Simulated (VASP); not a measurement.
## Ti4O: single point with PBEsol

The system is Ti4O, a slab with vacuum.

```
CELL_PARAMETERS angstrom
2.89997 0.00000 0.00000
-1.44998 2.51145 0.00000
0.00000 0.00000 22.31168
ATOMIC_POSITIONS crystal
Ti 0.66667 0.33333 0.17928
Ti 0.33333 0.66667 0.28215
Ti 0.66667 0.33333 0.38870
Ti 0.33333 0.66667 0.48457
O 0.50000 0.00000 0.54727
```

- Program: VASP 6.6.1
- Task: single point
- Functional: PBEsol
- Potentials or basis: VASP PAW PBE potentials, release 64 (Ti_sv, O)
- Cutoff: 520 eV
- k mesh: 9 × 9 × 1
- Occupations: gaussian, width 0.1 eV
- Spin: no spin polarisation
- Dipole correction: yes
- Further INCAR settings: ALGO = Normal; EDIFF = 1e-06; NBANDS = 35

- Largest force: 2.713 eV/Å
- Band gap on the k mesh: zero (band 27 reaches 0.81 eV, above the bottom of band 28 at -0.08 eV)

Forces on the atoms (eV/Å):
```
Ti   0.000  0.001  0.649
Ti   0.000 -0.026 -0.481
Ti   0.000  0.314 -1.630
Ti   0.000 -2.449  1.167
O    0.000  2.160  0.294
```

Levels at points of the mesh, in eV from the Fermi level:
```tsv
k point	band 24	band 25	band 26	band 27	band 28	band 29	band 30	band 31
(0.00, 0.00, 0.00)	-1.10	-0.14	0.40	0.57	0.74	0.75	0.80	0.86
```

It took 7 min on 1 thread of AMD EPYC 7R43 64-Core Processor (Zen 3) (shared host), peak memory 0.31 GiB.

Caveat: the PAW data sets were made with another functional, which shifts forces and pressure a little.
